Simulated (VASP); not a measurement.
# BN (P6_3mc) in VASP: a series of runs

The runs below take BN through relaxation of cell and atoms, with PBEsol.

All numbers are computed with VASP 6.6.1; they aren't measurements. Logs are shortened: lines on timing, memory, paths and dates and some standing lists are left out, and cuts for length are marked.

## Step 1: The cell of the first run

The structure is hexagonal, space group P6_3mc (No. 186). Conventional cell: a = 2.554 Å, b = 2.554 Å, c = 4.227 Å, α = 90.00°, β = 90.00°, γ = 120.00°. Within 2.1 Å of N (site symmetry 3m) lie 4 B at 1.57 to 1.58 Å. B (site symmetry 3m) has 4 N at 1.57 to 1.58 Å within 2.1 Å.

## Step 2: Relaxation of cell and atoms, PBEsol

Contents of INCAR:

```
SYSTEM = BN
PREC     = Accurate       ! precision mode
ENCUT    = 600            ! plane-wave cutoff, eV
EDIFF    = 1E-7           ! SCF threshold, eV
ISMEAR   = -1             ! smearing method
SIGMA    = 0.05           ! smearing width, eV
LREAL    = .FALSE.        ! projectors in reciprocal space
LASPH    = .TRUE.         ! aspherical terms in the spheres
NELM     = 60             ! most SCF steps
ALGO     = Normal         ! electronic algorithm
ISIF     = 3              ! what is computed and relaxed
LWAVE    = .FALSE.        ! write WAVECAR
LCHARG   = .FALSE.        ! write CHGCAR
GGA      = PS             ! functional
IBRION   = 2              ! ionic algorithm
NSW      = 80             ! ionic steps
EDIFFG   = -0.005         ! ionic threshold
```

Contents of KPOINTS:

```
Automatic mesh
0
G
  12 12 6
  0 0 0
```

Contents of POSCAR:

```
BN
1.0
    2.5539396017      0.0000000000      0.0000000000
   -1.2769698009      2.2117765748      0.0000000000
    0.0000000000      0.0000000000      4.2268550000
N B
2 2
Direct
    0.3333333333      0.6666666667      0.1252760000
    0.6666666667      0.3333333333      0.6252760000
    0.3333333333      0.6666666667      0.4997240000
    0.6666666667      0.3333333333      0.9997240000
```

Potentials or basis: VASP PAW PBE potentials, release 64 (N, B).

On the command line:

```sh
$ cat potpaw_PBE.64/N/POTCAR potpaw_PBE.64/B/POTCAR > POTCAR
$ mpirun -np 1 vasp_std > vasp.out
```

OUTCAR:

```text
SYSTEM = BN
   PREC = Accurate
   ENCUT = 600
   EDIFF = 1E-7
   ISMEAR = -1
   LREAL = .FALSE.
   LASPH = .TRUE.
   NELM = 60
   ISIF = 3
   GGA = PS
   IBRION = 2
   NSW = 80
   EDIFFG = -0.005

 ion  position               nearest neighbor table
   1  0.333  0.667  0.125-   4 1.57   4 1.57   4 1.57   3 1.58
   2  0.667  0.333  0.625-   3 1.57   3 1.57   3 1.57   4 1.58
   3  0.333  0.667  0.500-   2 1.57   2 1.57   2 1.57   1 1.58
   4  0.667  0.333  1.000-   1 1.57   1 1.57   1 1.57   2 1.58

  LATTYP: Found a hexagonal cell.
 ALAT       =     2.5539396017
 C/A-ratio  =     1.6550332659

  Lattice vectors:

 A1 = (   2.5539396017,   0.0000000000,   0.0000000000)
 A2 = (  -1.2769698009,   2.2117765748,   0.0000000000)
 A3 = (   0.0000000000,   0.0000000000,   4.2268550000)

Analysis of symmetry for initial positions (statically):
=====================================================================
 Subroutine PRICEL returns:
 Original cell was already a primitive cell.

 Routine SETGRP: Setting up the symmetry group for a
 hexagonal supercell.

 Subroutine GETGRP returns: Found 12 space group operations
 (whereof  6 operations were pure point group operations)
 out of a pool of 24 trial point group operations.

The static configuration has the point symmetry C_3v.
 The point group associated with its full space group is C_6v.

Analysis of symmetry for dynamics (positions and initial velocities):
=====================================================================
 Subroutine PRICEL returns:
 Original cell was already a primitive cell.

 Routine SETGRP: Setting up the symmetry group for a
 hexagonal supercell.

 Subroutine GETGRP returns: Found 12 space group operations
 (whereof  6 operations were pure point group operations)
 out of a pool of 24 trial point group operations.

The dynamic configuration has the point symmetry C_3v.
 The point group associated with its full space group is C_6v.

 Subroutine INISYM returns: Found 12 space group operations
 (whereof  6 operations are pure point group operations),
 and found     1 'primitive' translations

----------------------------------------------------------------------------------------

                                     Primitive cell

  volume of cell :      23.8764

  direct lattice vectors                    reciprocal lattice vectors
     2.553939602  0.000000000  0.000000000     0.391551938  0.226062617  0.000000000
    -1.276969801  2.211776575  0.000000000     0.000000000  0.452125233  0.000000000
     0.000000000  0.000000000  4.226855000     0.000000000  0.000000000  0.236582518

  length of vectors
     2.553939602  2.553939602  4.226855000     0.452125233  0.452125233  0.236582518

  position of ions in fractional coordinates (direct lattice)
     0.333333333  0.666666667  0.125276000
     0.666666667  0.333333333  0.625276000
     0.333333333  0.666666667  0.499724000
     0.666666667  0.333333333  0.999724000

  ion indices of the primitive-cell ions
   primitive index   ion index
                 1           1
                 2           2
                 3           3
                 4           4

----------------------------------------------------------------------------------------

 KPOINTS: Automatic mesh

Automatic generation of k-mesh.
 Grid dimensions read from file:
 generate k-points for:   12   12    6

 Generating k-lattice:

  Cartesian coordinates                     Fractional coordinates (reciprocal lattice)
     0.032629328  0.018838551  0.000000000     0.083333333  0.000000000  0.000000000
     0.000000000  0.037677103  0.000000000     0.000000000  0.083333333  0.000000000
     0.000000000  0.000000000  0.039430420     0.000000000  0.000000000  0.166666667

  Length of vectors
     0.037677103  0.037677103  0.039430420

  Shift w.r.t. Gamma in fractional coordinates (k-lattice)
     0.000000000  0.000000000  0.000000000

 Subroutine IBZKPT returns following result:
 ===========================================

 Found     76 irreducible k-points:

 Following reciprocal coordinates:
            Coordinates               Weight
  0.000000  0.000000  0.000000      1.000000
  0.083333  0.000000  0.000000      6.000000
  0.166667  0.000000  0.000000      6.000000
  0.250000  0.000000  0.000000      6.000000
  0.333333  0.000000  0.000000      6.000000
  0.416667  0.000000  0.000000      6.000000
[... 16 lines left out ...]
  0.250000  0.000000  0.166667     12.000000
  0.333333  0.000000  0.166667     12.000000
 [... further k-points ...]
   k-points           NKPTS =     76   k-points in BZ     NKDIM =     76   number of bands    NBANDS=     12
   number of dos      NEDOS =    301   number of ions     NIONS =      4
   total plane-waves  NPLWV =  14400
   dimension x,y,z NGX =    20 NGY =   20 NGZ =   36
   dimension x,y,z NGXF=    40 NGYF=   40 NGZF=   72
   ions per type =               2   2
   NGX,Y,Z   is equivalent  to a cutoff of  13.02, 13.02, 14.16 a.u.
   NGXF,Y,Z  is equivalent  to a cutoff of  26.04, 26.04, 28.32 a.u.
 SYSTEM =  BN
   PREC   = accura    normal or accurate (medium, high low for compatibility)
   ISTART =      0    job   : 0-new  1-cont  2-samecut
   ICHARG =      2    charge: 1-file 2-atom 10-const
   ISPIN  =      1    spin polarized calculation?
   LNONCOLLINEAR =      F non collinear calculations
   LSORBIT =      F    spin-orbit coupling
   LASPH  =      T    aspherical Exc in radial PAW
   ENCUT  =  600.0 eV  44.10 Ry    6.64 a.u.   5.10  5.10  8.44*2*pi/ulx,y,z
   NELM   =     60;   NELMIN=  2; NELMDL= -5     # of ELM steps
   EDIFF  = 0.1E-06   stopping-criterion for ELM
   LREAL  =      F    real-space projection
   EDIFFG = -.5E-02   stopping-criterion for IOM
   NSW    =     80    number of steps for IOM
   IBRION =      2    ionic relax: 0-MD 1-quasi-New 2-CG
   NFREE  =      1    steps in history (QN), initial steepest desc. (CG)
   ISIF   =      3    stress and relaxation
   ISYM   =      2    0-nonsym 1-usesym 2-fastsym
   POTIM  = 0.5000    time-step for ionic-motion
   TEBEG  =    0.0;   TEEND  =   0.0 temperature during run
   PSTRESS=    0.0 pullay stress
   NELECT =      16.0000    total number of electrons
   NUPDOWN=      -1.0000    fix difference up-down
   EMIN   =  10.00;   EMAX   =-10.00  energy-range for DOS
   EFERMI =   0.00;   METHOD = LEGACY
   ISMEAR =    -1;   SIGMA  =   0.05  broadening in eV -4-tet -1-fermi 0-gaus
   EFERMI_NEDOS =   21; number of points for ismear=-14 and -15
   IALGO  =     38    algorithm
   IMIX   =      4    mixing-type and parameters
     AMIX     =   0.40;   BMIX     =  1.00
     AMIX_MAG =   1.60;   BMIX_MAG =  1.00
  volume/ion in A,a.u.               =       5.97        40.28
  Fermi-wavevector in a.u.,A,eV,Ry     =   1.432600  2.707222 27.923836  2.052344
  Thomas-Fermi vector in A             =   2.552210
   LORBIT       =      0    0 simple, 1 ext, 2 COOP (PROOUT), +10 PAW based schemes
   GGA     = PS    functional components
   LHFCALC =     F    Hartree Fock is set to
   AEXX    =    0.0000 exact exchange contribution
   IVDW    =     0    specifies the selected vdW correction
   LEPSILON=     F    determine dielectric tensor
   LRPA    =     F    only Hartree local field effects (RPA)
 conjugate gradient relaxation of ions
 non-spin polarized calculation
  energy-cutoff  :      600.00
  volume of cell :       23.88
 maximum number of plane-waves:       807
   NGX = 11   NGY = 11   NGZ = 17

--------------------------------------- Ionic step        1  -------------------------------------------

 number of electron      16.0000003 magnetization

 Free energy of the ion-electron system (eV)
  ---------------------------------------------------
  ext. energy  EPLUGINS =         0.00000000
  ---------------------------------------------------
  free energy    TOTEN  =       -36.62834285 eV

  energy without entropy =      -36.62834285  energy(sigma->0) =      -36.62834285

------------------------ aborting loop because EDIFF is reached ----------------------------------------

  FORCE on cell =-STRESS in cart. coord.  units (eV):
  Direction    XX          YY          ZZ          XY          YZ          ZX
  --------------------------------------------------------------------------------------
  -------------------------------------------------------------------------------------
  Total       -0.8101775     -0.8101775     -0.9031850      0.0000000      0.0000000     -0.0000000
  in kB      -54.3652656    -54.3652656    -60.6063426      0.0000000      0.0000000     -0.0000000
  external PRESSURE =     -56.4456246 kB  Pullay stress =       0.0000000 kB
[... 175 lines left out ...]
  energy  without entropy=      -36.6346840935  energy(sigma->0) =      -36.63468409

--------------------------------------- Ionic step        6  -------------------------------------------

 number of electron      16.0000003 magnetization

 Free energy of the ion-electron system (eV)
  ---------------------------------------------------
  ext. energy  EPLUGINS =         0.00000000
  ---------------------------------------------------
  free energy    TOTEN  =       -36.63469288 eV

  energy without entropy =      -36.63469288  energy(sigma->0) =      -36.63469288

 E-fermi :   8.4809     XC(G=0): -13.0289

 val. band max:        7.5799547208   @ k =   0.0000   0.0000   0.0000
 cond. band min:      12.5260525238   @ k =   0.3333   0.3333   0.0000
 fundamental gap:      4.9460978030
 Fermi energy:         8.4808764595

 k-point     1 :       0.0000    0.0000    0.0000
  band No.  band energies     occupation
      1     -12.9058      2.00000
      2      -8.6806      2.00000
      3      -3.4796      2.00000
      4       5.4330      2.00000
      5       5.4330      2.00000
      6       7.2968      2.00000
      7       7.5800      2.00000
      8       7.5800      2.00000
      9      15.9045      0.00000
     10      15.9045      0.00000
     11      16.1478      0.00000
     12      17.1135      0.00000
[... 331 lines left out ...]
 k-point    24 :       0.3333    0.0000    0.1667
  band No.  band energies     occupation
      1     -10.4331      2.00000
      2      -7.6219      2.00000
      3      -1.3391      2.00000
      4       0.1240      2.00000
      5       1.5587      2.00000
      6       3.2311      2.00000
      7       5.0462      2.00000
      8       5.6548      2.00000
      9      14.3338      0.00000
     10      15.7974      0.00000
     11      18.4606      0.00000
     12      18.5481      0.00000

 [... further k-points ...]

------------------------ aborting loop because EDIFF is reached ----------------------------------------

  FORCE on cell =-STRESS in cart. coord.  units (eV):
  Direction    XX          YY          ZZ          XY          YZ          ZX
  --------------------------------------------------------------------------------------
  -------------------------------------------------------------------------------------
  Total       -0.0001604     -0.0001604      0.0028951      0.0000000      0.0000000      0.0000000
  in kB       -0.0109279     -0.0109279      0.1972073      0.0000000      0.0000000      0.0000000
  external PRESSURE =       0.0584505 kB  Pullay stress =       0.0000000 kB
[... 19 lines left out ...]
  FREE ENERGIE OF THE ION-ELECTRON SYSTEM (eV)
  ---------------------------------------------------
  free  energy   TOTEN  =       -36.6346928831 eV

  energy  without entropy=      -36.6346928830  energy(sigma->0) =      -36.63469288

 reached required accuracy - stopping structural energy minimisation
```

Wall time 2 min (1 thread of Intel Xeon 8259CL, shared host); peak memory 0.15 GiB.

Results:

| Quantity | Value |
| --- | --- |
| Free energy | -36.6347 eV |
| Relaxed volume | 5.88 Å³/atom |
| Relaxed cell | a = 2.542 Å, b = 2.542 Å, c = 4.204 Å, α = 90.00°, β = 90.00°, γ = 120.00° |
| Space group after relaxing (to 0.05 Å) | P6_3mc (No. 186) |
| Energy gained by relaxing | 1.6 meV/atom |
| Ionic steps | 6 |
| Pressure after relaxing | 0.0 GPa |
| Band gap on the k mesh | 4.95 eV, indirect (least direct gap 8.22 eV) |

Step by step:
```
step  energy change (eV)  largest force (eV/Å)  pressure (GPa)  volume (Å³)
   1              0.0000                0.0101           -5.64        23.88
   2              0.0007                0.0346            6.24        23.16
   3             -0.0063                0.0115           -0.02        23.52
   4             -0.0063                0.0120            0.10        23.52
   5             -0.0063                0.0132           -0.09        23.53
   6             -0.0064                0.0002            0.01        23.52
```

Final structure:
```cif
data_structure
_symmetry_space_group_name_H-M 'P 1'
_symmetry_Int_Tables_number 1
_cell_length_a 2.5417
_cell_length_b 2.5417
_cell_length_c 4.2041
_cell_angle_alpha 90.000
_cell_angle_beta 90.000
_cell_angle_gamma 120.000
_cell_volume 23.52
loop_
_atom_site_label
_atom_site_type_symbol
_atom_site_fract_x
_atom_site_fract_y
_atom_site_fract_z
_atom_site_occupancy
N1 N 0.33333 0.66667 0.12528 1
N2 N 0.66667 0.33333 0.62528 1
B1 B 0.33333 0.66667 0.49972 1
B2 B 0.66667 0.33333 0.99972 1
```

Levels at points of the mesh, in eV from the valence-band top:
| k point | band 6 | band 7 | band 8 | band 9 | band 10 | band 11 |
| --- | --- | --- | --- | --- | --- | --- |
| (0.00, 0.00, 0.00) | -0.28 | 0.00 | 0.00 | 8.32 | 8.32 | 8.57 |
| (0.50, 0.00, 0.00) | -5.05 | -4.51 | -2.13 | 6.57 | 7.82 | 10.54 |
| (0.00, 0.00, 0.50) | -1.19 | -1.19 | -1.19 | 9.47 | 9.47 | 9.89 |
| (0.50, 0.00, 0.50) | -3.81 | -3.61 | -3.61 | 6.46 | 6.46 | 9.96 |

Caveat: the PAW data sets were made with another functional, which shifts forces and pressure a little. A k mesh can miss the band edges.

## Step 3: Relaxation of cell and atoms, PBEsol, target pressure 5 GPa, at which the enthalpy is minimised

Contents of INCAR:

```
SYSTEM = BN
  PREC = Accurate
  ENCUT = 600
  EDIFF = 1E-6
  ISMEAR = -1
  SIGMA = 0.05
  LREAL = .FALSE.
  LASPH = .TRUE.
  NELM = 60
  ALGO = Normal
  ISIF = 3
  LWAVE = .FALSE.
  LCHARG = .FALSE.
  GGA = PS
  IBRION = 2
  NSW = 80
  EDIFFG = -0.005
  PSTRESS = 50.0
```

Contents of KPOINTS:

```
regular mesh
0
G
  12 12 6
  0 0 0
```

POSCAR is that of step 2.

Potentials or basis: VASP PAW PBE potentials, release 64 (N, B).

On the command line:

```sh
$ cat potpaw_PBE.64/N/POTCAR potpaw_PBE.64/B/POTCAR > POTCAR
$ mpirun -np 1 vasp_std > vasp.out
```

OUTCAR:

```text
SYSTEM = BN
   PREC = Accurate
   ENCUT = 600
   EDIFF = 1E-6
   ISMEAR = -1
   LREAL = .FALSE.
   LASPH = .TRUE.
   NELM = 60
   ISIF = 3
   GGA = PS
   IBRION = 2
   NSW = 80
   EDIFFG = -0.005
   PSTRESS = 50.0

 ion  position               nearest neighbor table
   1  0.333  0.667  0.125-   4 1.57   4 1.57   4 1.57   3 1.58
   2  0.667  0.333  0.625-   3 1.57   3 1.57   3 1.57   4 1.58
   3  0.333  0.667  0.500-   2 1.57   2 1.57   2 1.57   1 1.58
   4  0.667  0.333  1.000-   1 1.57   1 1.57   1 1.57   2 1.58

  LATTYP: Found a hexagonal cell.
 ALAT       =     2.5539396017
 C/A-ratio  =     1.6550332659

  Lattice vectors:

 A1 = (   2.5539396017,   0.0000000000,   0.0000000000)
 A2 = (  -1.2769698009,   2.2117765748,   0.0000000000)
 A3 = (   0.0000000000,   0.0000000000,   4.2268550000)

Analysis of symmetry for initial positions (statically):
[... 478 lines left out ...]
      1     -12.8942      2.00000
      2      -8.6107      2.00000
      3      -3.4433      2.00000
      4       5.5667      2.00000
      5       5.5667      2.00000
      6       7.4468      2.00000
      7       7.7414      2.00000
      8       7.7414      2.00000
      9      16.1147      0.00000
     10      16.1147      0.00000
     11      16.3782      0.00000
     12      17.4303      0.00000
[... 331 lines left out ...]
 k-point    24 :       0.3333    0.0000    0.1667
  band No.  band energies     occupation
      1     -10.3935      2.00000
      2      -7.5391      2.00000
      3      -1.2735      2.00000
      4       0.2038      2.00000
      5       1.6684      2.00000
      6       3.3358      2.00000
      7       5.1685      2.00000
      8       5.7913      2.00000
      9      14.5451      0.00000
     10      16.0100      0.00000
     11      18.6944      0.00000
     12      18.8075      0.00000

 [... further k-points ...]

------------------------ aborting loop because EDIFF is reached ----------------------------------------

  FORCE on cell =-STRESS in cart. coord.  units (eV):
  Direction    XX          YY          ZZ          XY          YZ          ZX
  --------------------------------------------------------------------------------------
  -------------------------------------------------------------------------------------
  Total        0.7247769      0.7247769      0.7213668     -0.0000000     -0.0000000     -0.0000000
  in kB       49.9950988     49.9950988     49.7598745     -0.0000000     -0.0000000     -0.0000000
  external PRESSURE =      -0.0833093 kB  Pullay stress =      50.0000000 kB
[... 23 lines left out ...]
  energy  without entropy=      -36.6301488843  energy(sigma->0) =      -36.63014888

  enthalpy is  TOTEN    =       -35.9053009813 eV   P V=        0.7248479030

 reached required accuracy - stopping structural energy minimisation
```

OSZICAR:

```text
N       E                     dE             d eps       ncg     rms          rms(c)
DAV:   1     0.580439848597E+02    0.58044E+02   -0.96269E+03  1824   0.146E+03
DAV:   2    -0.356599321011E+02   -0.93704E+02   -0.87235E+02  2660   0.310E+02
DAV:   3    -0.384821827396E+02   -0.28223E+01   -0.28101E+01  2424   0.523E+01
DAV:   4    -0.384982980517E+02   -0.16115E-01   -0.16100E-01  2280   0.415E+00
[... 48 lines left out ...]
   7 F= -.35905298E+02 E0= -.35905298E+02  d E =-.191790E-05
       N       E                     dE             d eps       ncg     rms          rms(c)
DAV:   1    -0.366301512997E+02    0.19749E-03   -0.76887E-05  2120   0.929E-02    0.113E-02
DAV:   2    -0.366301490433E+02    0.22564E-05   -0.56085E-06  2116   0.229E-02    0.395E-03
DAV:   3    -0.366301488843E+02    0.15898E-06   -0.64930E-07   940   0.824E-03
   8 F= -.35905301E+02 E0= -.35905301E+02  d E =-.464297E-05
```

Run time: 2.2 min. Hardware: 1 thread of Intel Xeon 8259CL, shared host; peak memory 0.15 GiB.

Results:

* Free energy: -36.6301 eV
* Relaxed volume: 5.81 Å³/atom
* Relaxed cell: a = 2.531 Å, b = 2.531 Å, c = 4.187 Å, α = 90.00°, β = 90.00°, γ = 120.00°
* Space group after relaxing (to 0.05 Å): P6_3mc (No. 186)
* Energy change on relaxing (the enthalpy is what falls): -0.5 meV/atom
* Ionic steps: 8
* Pressure after relaxing: 5.0 GPa
* Band gap on the k mesh: 4.92 eV, indirect (least direct gap 8.28 eV)

Step by step:
```
step  energy change (eV)  largest force (eV/Å)  pressure (GPa)  volume (Å³)
   1              0.0000                0.0100           -5.65        23.88
   2              0.0476                0.0566           18.04        22.53
   3             -0.0019                0.0208            4.93        23.23
   4             -0.0015                0.0214            5.15        23.22
   5             -0.0014                0.0241            5.17        23.22
   6             -0.0015                0.0005            5.16        23.22
   7             -0.0020                0.0007            4.89        23.23
   8             -0.0018                0.0001            4.99        23.23
```

Final structure:
```cif
data_structure
_symmetry_space_group_name_H-M 'P 1'
_symmetry_Int_Tables_number 1
_cell_length_a 2.5309
_cell_length_b 2.5309
_cell_length_c 4.1869
_cell_angle_alpha 90.000
_cell_angle_beta 90.000
_cell_angle_gamma 120.000
_cell_volume 23.23
loop_
_atom_site_label
_atom_site_type_symbol
_atom_site_fract_x
_atom_site_fract_y
_atom_site_fract_z
_atom_site_occupancy
N1 N 0.33333 0.66667 0.12533 1
N2 N 0.66667 0.33333 0.62533 1
B1 B 0.33333 0.66667 0.49967 1
B2 B 0.66667 0.33333 0.99967 1
```

Caveat: the cell is relaxed towards a set pressure, so the enthalpy falls and the energy may rise; the PAW data sets were made with another functional, which shifts forces and pressure a little.

(Continued in part 2 of 2.)
